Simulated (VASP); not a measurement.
# GaP (kx) (F-43m) in VASP: single point with LDA

Aim: the single point of GaP (kx) with LDA.

All numbers are computed with VASP 6.6.1; they aren't measurements. Logs are shortened: lines on timing, memory, paths and dates and some standing lists are left out, and cuts for length are marked.

## 1. The cell of the first run

Symmetry: F-43m, No. 216, cubic system. Conventional cell: a = 5.452 Å, b = 5.452 Å, c = 5.452 Å, α = 90.00°, β = 90.00°, γ = 90.00°. Within 3.1 Å of Ga (site symmetry -43m) lie 4 P at 2.36 Å. Within 3.1 Å of P (site symmetry -43m) lie 4 Ga at 2.36 Å.

## 2. Single point, LDA

INCAR

```
SYSTEM = GaP
PREC = Accurate
ENCUT = 500
EDIFF = 1E-6
ISMEAR = 0
SIGMA = 0.02
LREAL = .FALSE.
LASPH = .TRUE.
NELM = 120
ALGO = Normal
ISIF = 2
LWAVE = .FALSE.
LCHARG = .TRUE.
GGA = CA
LELF = .TRUE.
LVHAR = .TRUE.
NBANDS = 16
GGA_COMPAT = .FALSE.
```

KPOINTS

```
Automatic mesh
0
G
  8 8 8
  0 0 0
```

POSCAR

```
GaP
1.0
    0.0000000000      2.7258124900      2.7258124900
    2.7258124900      0.0000000000      2.7258124900
    2.7258124900      2.7258124900      0.0000000000
Ga P
1 1
Direct
    0.0000000000      0.0000000000      0.0000000000
    0.7500000000      0.7500000000      0.7500000000
```

Potentials or basis: VASP PAW LDA potentials, release 64 (Ga_d, P).

Run with:

```bash
$ cat potpaw_LDA.64/Ga_d/POTCAR potpaw_LDA.64/P/POTCAR > POTCAR
$ mpirun -np 1 vasp_std > vasp.out
```

OUTCAR:

```text
SYSTEM = GaP
   PREC = Accurate
   ENCUT = 500
   EDIFF = 1E-6
   ISMEAR = 0
   LREAL = .FALSE.
   LASPH = .TRUE.
   NELM = 120
   ISIF = 2
   GGA = CA

 ion  position               nearest neighbor table
   1  0.000  0.000  0.000-   2 2.36   2 2.36   2 2.36   2 2.36
   2  0.750  0.750  0.750-   1 2.36   1 2.36   1 2.36   1 2.36

  LATTYP: Found a face centered cubic cell.
 ALAT       =     5.4516249800

  Lattice vectors:

 A1 = (   0.0000000000,   2.7258124900,   2.7258124900)
 A2 = (   2.7258124900,   0.0000000000,   2.7258124900)
 A3 = (   2.7258124900,   2.7258124900,   0.0000000000)

Analysis of symmetry for initial positions (statically):
=====================================================================
 Subroutine PRICEL returns:
 Original cell was already a primitive cell.

 Routine SETGRP: Setting up the symmetry group for a
 face centered cubic supercell.

 Subroutine GETGRP returns: Found 24 space group operations
 (whereof 24 operations were pure point group operations)
 out of a pool of 48 trial point group operations.

The static configuration has the point symmetry T_d .

Analysis of symmetry for dynamics (positions and initial velocities):
=====================================================================
 Subroutine PRICEL returns:
 Original cell was already a primitive cell.

 Routine SETGRP: Setting up the symmetry group for a
 face centered cubic supercell.

 Subroutine GETGRP returns: Found 24 space group operations
 (whereof 24 operations were pure point group operations)
 out of a pool of 48 trial point group operations.

The dynamic configuration has the point symmetry T_d .

 Subroutine INISYM returns: Found 24 space group operations
 (whereof 24 operations are pure point group operations),
 and found     1 'primitive' translations

----------------------------------------------------------------------------------------

                                     Primitive cell

  volume of cell :      40.5059

  direct lattice vectors                    reciprocal lattice vectors
     0.000000000  2.725812490  2.725812490    -0.183431546  0.183431546  0.183431546
     2.725812490  0.000000000  2.725812490     0.183431546 -0.183431546  0.183431546
     2.725812490  2.725812490  0.000000000     0.183431546  0.183431546 -0.183431546

  length of vectors
     3.854880992  3.854880992  3.854880992     0.317712758  0.317712758  0.317712758

  position of ions in fractional coordinates (direct lattice)
     0.000000000  0.000000000  0.000000000
     0.750000000  0.750000000  0.750000000

  ion indices of the primitive-cell ions
   primitive index   ion index
                 1           1
                 2           2

----------------------------------------------------------------------------------------

 KPOINTS: Automatic mesh

Automatic generation of k-mesh.
 Grid dimensions read from file:
 generate k-points for:    8    8    8

 Generating k-lattice:

  Cartesian coordinates                     Fractional coordinates (reciprocal lattice)
    -0.022928943  0.022928943  0.022928943     0.125000000  0.000000000  0.000000000
     0.022928943 -0.022928943  0.022928943     0.000000000  0.125000000  0.000000000
     0.022928943  0.022928943 -0.022928943     0.000000000  0.000000000  0.125000000

  Length of vectors
     0.039714095  0.039714095  0.039714095

  Shift w.r.t. Gamma in fractional coordinates (k-lattice)
     0.000000000  0.000000000  0.000000000

 Subroutine IBZKPT returns following result:
 ===========================================

 Found     29 irreducible k-points:

 Following reciprocal coordinates:
            Coordinates               Weight
  0.000000  0.000000  0.000000      1.000000
  0.125000  0.000000  0.000000      8.000000
  0.250000  0.000000  0.000000      8.000000
  0.375000  0.000000  0.000000      8.000000
  0.500000  0.000000  0.000000      4.000000
  0.125000  0.125000  0.000000      6.000000
[... 16 lines left out ...]
  0.500000  0.250000  0.125000     48.000000
 -0.375000  0.250000  0.125000     24.000000
 [... further k-points ...]
   k-points           NKPTS =     29   k-points in BZ     NKDIM =     29   number of bands    NBANDS=     16
   number of dos      NEDOS =    301   number of ions     NIONS =      2
   total plane-waves  NPLWV =  21952
   dimension x,y,z NGX =    28 NGY =   28 NGZ =   28
   dimension x,y,z NGXF=    56 NGYF=   56 NGZF=   56
   ions per type =               1   1
   NGX,Y,Z   is equivalent  to a cutoff of  12.08, 12.08, 12.08 a.u.
   NGXF,Y,Z  is equivalent  to a cutoff of  24.15, 24.15, 24.15 a.u.
 SYSTEM =  GaP
   PREC   = accura    normal or accurate (medium, high low for compatibility)
   ISTART =      0    job   : 0-new  1-cont  2-samecut
   ICHARG =      2    charge: 1-file 2-atom 10-const
   ISPIN  =      1    spin polarized calculation?
   LNONCOLLINEAR =      F non collinear calculations
   LSORBIT =      F    spin-orbit coupling
   LASPH  =      T    aspherical Exc in radial PAW
   ENCUT  =  500.0 eV  36.75 Ry    6.06 a.u.   7.03  7.03  7.03*2*pi/ulx,y,z
   NELM   =    120;   NELMIN=  2; NELMDL= -5     # of ELM steps
   EDIFF  = 0.1E-05   stopping-criterion for ELM
   LREAL  =      F    real-space projection
   EDIFFG = 0.1E-04   stopping-criterion for IOM
   NSW    =      0    number of steps for IOM
   IBRION =     -1    ionic relax: 0-MD 1-quasi-New 2-CG
   NFREE  =      0    steps in history (QN), initial steepest desc. (CG)
   ISIF   =      2    stress and relaxation
   ISYM   =      2    0-nonsym 1-usesym 2-fastsym
   POTIM  = 0.5000    time-step for ionic-motion
   TEBEG  =    0.0;   TEEND  =   0.0 temperature during run
   PSTRESS=    0.0 pullay stress
   NELECT =      18.0000    total number of electrons
   NUPDOWN=      -1.0000    fix difference up-down
   EMIN   =  10.00;   EMAX   =-10.00  energy-range for DOS
   EFERMI =   0.00;   METHOD = LEGACY
   ISMEAR =     0;   SIGMA  =   0.02  broadening in eV -4-tet -1-fermi 0-gaus
   EFERMI_NEDOS =   21; number of points for ismear=-14 and -15
   IALGO  =     38    algorithm
   IMIX   =      4    mixing-type and parameters
     AMIX     =   0.40;   BMIX     =  1.00
     AMIX_MAG =   1.60;   BMIX_MAG =  1.00
  volume/ion in A,a.u.               =      20.25       136.67
  Fermi-wavevector in a.u.,A,eV,Ry     =   1.249280  2.360796 21.234610  1.560700
  Thomas-Fermi vector in A             =   2.383328
   LORBIT       =      0    0 simple, 1 ext, 2 COOP (PROOUT), +10 PAW based schemes
   GGA     = CA    functional components
   LHFCALC =     F    Hartree Fock is set to
   AEXX    =    0.0000 exact exchange contribution
   IVDW    =     0    specifies the selected vdW correction
   LEPSILON=     F    determine dielectric tensor
   LRPA    =     F    only Hartree local field effects (RPA)
 non-spin polarized calculation
 Gauss-broadening in eV      SIGMA  =   0.02
  energy-cutoff  :      500.00
  volume of cell :       40.51
 maximum number of plane-waves:      1056
   NGX = 13   NGY = 13   NGZ = 13

 number of electron      18.0000016 magnetization

 Free energy of the ion-electron system (eV)
  ---------------------------------------------------
  ext. energy  EPLUGINS =         0.00000000
  ---------------------------------------------------
  free energy    TOTEN  =       -10.43975828 eV

  energy without entropy =      -10.43975828  energy(sigma->0) =      -10.43975828

 E-fermi :   4.6063     XC(G=0): -10.1614

 val. band max:        4.4986924052   @ k =   0.0000   0.0000   0.0000
 cond. band min:       5.9925120418   @ k =   0.3750   0.3750   0.0000
 fundamental gap:      1.4938196366
 Fermi energy:         4.6062535185

 k-point     1 :       0.0000    0.0000    0.0000
  band No.  band energies     occupation
      1     -10.2053      2.00000
      2     -10.2053      2.00000
      3     -10.2053      2.00000
      4     -10.1074      2.00000
      5     -10.1074      2.00000
      6      -8.0062      2.00000
[... 8 lines left out ...]
     15      14.2953      0.00000
     16      14.2953      0.00000

 k-point     2 :       0.1250    0.0000    0.0000
  band No.  band energies     occupation
      1     -10.2177      2.00000
      2     -10.2007      2.00000
      3     -10.2007      2.00000
      4     -10.1074      2.00000
      5     -10.1074      2.00000
      6      -7.8042      2.00000
[... 8 lines left out ...]
     15      13.6314      0.00000
     16      13.9091      0.00000

 k-point     3 :       0.2500    0.0000    0.0000
  band No.  band energies     occupation
      1     -10.2453      2.00000
      2     -10.1908      2.00000
      3     -10.1908      2.00000
      4     -10.1062      2.00000
      5     -10.1062      2.00000
      6      -7.2296      2.00000
[... 8 lines left out ...]
     15      13.4302      0.00000
     16      14.1654      0.00000

 k-point     4 :       0.3750    0.0000    0.0000
  band No.  band energies     occupation
      1     -10.2706      2.00000
      2     -10.1833      2.00000
      3     -10.1833      2.00000
      4     -10.1025      2.00000
      5     -10.1025      2.00000
      6      -6.4230      2.00000
[... 8 lines left out ...]
     15      14.6245      0.00000
     16      14.6245      0.00000

 k-point     5 :       0.5000    0.0000    0.0000
  band No.  band energies     occupation
      1     -10.2806      2.00000
      2     -10.1810      2.00000
      3     -10.1810      2.00000
      4     -10.1002      2.00000
      5     -10.1002      2.00000
      6      -5.9239      2.00000
[... 8 lines left out ...]
     15      16.1594      0.00000
     16      16.1594      0.00000

 k-point     6 :       0.1250    0.1250    0.0000
  band No.  band energies     occupation
      1     -10.2260      2.00000
      2     -10.1963      2.00000
      3     -10.1963      2.00000
      4     -10.1115      2.00000
      5     -10.1043      2.00000
      6      -7.7370      2.00000
[... 8 lines left out ...]
     15      14.2822      0.00000
     16      14.5407      0.00000

 k-point     7 :       0.2500    0.1250    0.0000
  band No.  band energies     occupation
      1     -10.2479      2.00000
      2     -10.1880      2.00000
      3     -10.1860      2.00000
      4     -10.1145      2.00000
      5     -10.1013      2.00000
      6      -7.2852      2.00000
[... 8 lines left out ...]
     15      14.5084      0.00000
     16      15.3893      0.00000

 k-point     8 :       0.3750    0.1250    0.0000
  band No.  band energies     occupation
      1     -10.2697      2.00000
      2     -10.1815      2.00000
      3     -10.1774      2.00000
      4     -10.1128      2.00000
      5     -10.0986      2.00000
      6      -6.5376      2.00000
[... 8 lines left out ...]
     15      15.1418      0.00000
     16      15.3542      0.00000

 k-point     9 :       0.5000    0.1250    0.0000
  band No.  band energies     occupation
      1     -10.2817      2.00000
      2     -10.1788      2.00000
      3     -10.1745      2.00000
      4     -10.1069      2.00000
      5     -10.0989      2.00000
      6      -5.8449      2.00000
[... 8 lines left out ...]
     15      16.1588      0.00000
     16      16.2648      0.00000
[... 172 lines left out ...]
 k-point    19 :       0.5000    0.3750    0.0000
  band No.  band energies     occupation
      1     -10.3083      2.00000
      2     -10.1506      2.00000
      3     -10.1461      2.00000
      4     -10.1358      2.00000
      5     -10.0891      2.00000
      6      -5.2304      2.00000
[... 8 lines left out ...]
     15      16.5010      0.00000
     16      17.6020      0.00000

 k-point    20 :      -0.3750    0.3750    0.0000
  band No.  band energies     occupation
      1     -10.3000      2.00000
      2     -10.1605      2.00000
      3     -10.1501      2.00000
      4     -10.1266      2.00000
      5     -10.0953      2.00000
      6      -5.0428      2.00000
[... 8 lines left out ...]
     15      14.8611      0.00000
     16      18.9966      0.00000

 k-point    21 :       0.5000    0.5000    0.0000
  band No.  band energies     occupation
      1     -10.3162      2.00000
      2     -10.1428      2.00000
      3     -10.1412      2.00000
      4     -10.1412      2.00000
      5     -10.0859      2.00000
      6      -5.0059      2.00000
[... 8 lines left out ...]
     15      16.9329      0.00000
     16      17.4187      0.00000

 k-point    22 :       0.3750    0.2500    0.1250
  band No.  band energies     occupation
      1     -10.2672      2.00000
      2     -10.1792      2.00000
      3     -10.1752      2.00000
      4     -10.1181      2.00000
      5     -10.0985      2.00000
      6      -6.7391      2.00000
[... 8 lines left out ...]
     15      15.5477      0.00000
     16      16.6901      0.00000

 k-point    23 :       0.5000    0.2500    0.1250
  band No.  band energies     occupation
      1     -10.2814      2.00000
      2     -10.1758      2.00000
      3     -10.1662      2.00000
      4     -10.1161      2.00000
      5     -10.0986      2.00000
      6      -5.9770      2.00000
[... 8 lines left out ...]
     15      15.8779      0.00000
     16      17.2197      0.00000

 k-point    24 :      -0.3750    0.2500    0.1250
  band No.  band energies     occupation
      1     -10.2866      2.00000
      2     -10.1753      2.00000
      3     -10.1631      2.00000
      4     -10.1126      2.00000
      5     -10.1002      2.00000
      6      -5.5122      2.00000
[... 8 lines left out ...]
     15      16.3757      0.00000
     16      16.8876      0.00000

 [... further k-points ...]

------------------------ aborting loop because EDIFF is reached ----------------------------------------

  FORCE on cell =-STRESS in cart. coord.  units (eV):
  Direction    XX          YY          ZZ          XY          YZ          ZX
  --------------------------------------------------------------------------------------
  -------------------------------------------------------------------------------------
  Total       -0.6903827     -0.6903827     -0.6903827      0.0000000      0.0000000     -0.0000000
  in kB      -27.3075385    -27.3075385    -27.3075385      0.0000000      0.0000000     -0.0000000
  external PRESSURE =     -27.3075385 kB  Pullay stress =       0.0000000 kB

 VOLUME and BASIS-vectors are now :
 -----------------------------------------------------------------------------
  energy-cutoff  :      500.00
  volume of cell :       40.51
      direct lattice vectors                 reciprocal lattice vectors
     0.000000000  2.725812490  2.725812490    -0.183431546  0.183431546  0.183431546
     2.725812490  0.000000000  2.725812490     0.183431546 -0.183431546  0.183431546
     2.725812490  2.725812490  0.000000000     0.183431546  0.183431546 -0.183431546

 POSITION                                       TOTAL-FORCE (eV/Angst)
 -----------------------------------------------------------------------------------
      0.00000      0.00000      0.00000         0.000000      0.000000      0.000000
      4.08872      4.08872      4.08872        -0.000000     -0.000000     -0.000000
 -----------------------------------------------------------------------------------
    total drift:                               -0.000001     -0.000001     -0.000001

  FREE ENERGIE OF THE ION-ELECTRON SYSTEM (eV)
  ---------------------------------------------------
  free  energy   TOTEN  =       -10.4397582833 eV

  energy  without entropy=      -10.4397582833  energy(sigma->0) =      -10.43975828
```

It took 6.8 s on 1 thread of AMD EPYC 9R45 (Zen 5), shared host; peak memory 0.12 GiB.

Results:

```yaml
Free_energy: -10.4398 eV
Pressure: -2.7 GPa
Band_gap_on_the_k_mesh: 1.49 eV, indirect (least direct gap 1.63 eV)
```

A k mesh can miss the band edges. As with any semilocal functional, this LDA gap is likely too small.
